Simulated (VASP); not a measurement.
A run of VASP 6.6.1:

INCAR

```
SYSTEM = Si
PREC = Accurate ; ENCUT = 520
EDIFF = 1E-7 ; ISMEAR = 0
SIGMA = 0.1 ; LREAL = .FALSE.
LASPH = .TRUE. ; NELM = 150
ALGO = Normal ; ISIF = 2
LWAVE = .FALSE. ; LCHARG = .FALSE.
ISPIN = 2 ; MAGMOM = 0 0 2
LORBIT = 11 ; LDIPOL = .TRUE.
IDIPOL = 3 ; DIPOL = 0.5 0.5 0.319
GGA = PE ; IVDW = 12
NBANDS = 17
```

File KPOINTS:

```
Automatic mesh
0
G
  9 9 1
  0 0 0
```

Contents of POSCAR:

```
Si
1.0
    3.8475254769      0.0000000000      0.0000000000
   -1.9237627385      3.3320548047      0.0000000000
    0.0000000000      0.0000000000     15.9707979058
Si
3
Direct
    0.3333333333      0.6666666667      0.2799357886
    0.6666666667      0.3333333333      0.2504571170
    0.3333333333      0.6666666667      0.4252475470
```

Potentials or basis: VASP PAW PBE potentials, release 64 (Si).

Launch:

```bash
$ cat potpaw_PBE.64/Si/POTCAR > POTCAR
$ mpirun -np 1 vasp_std > vasp.out
```

Hardware: 1 thread of Intel(R) Xeon(R) 6975P-C (Granite Rapids), on a shared host.

Estimate the wall time of this run.

It took 100 s on 1 thread of Intel(R) Xeon(R) 6975P-C (Granite Rapids) (shared host), peak memory 0.41 GiB. Counts: scf iterations 29, k points 12.
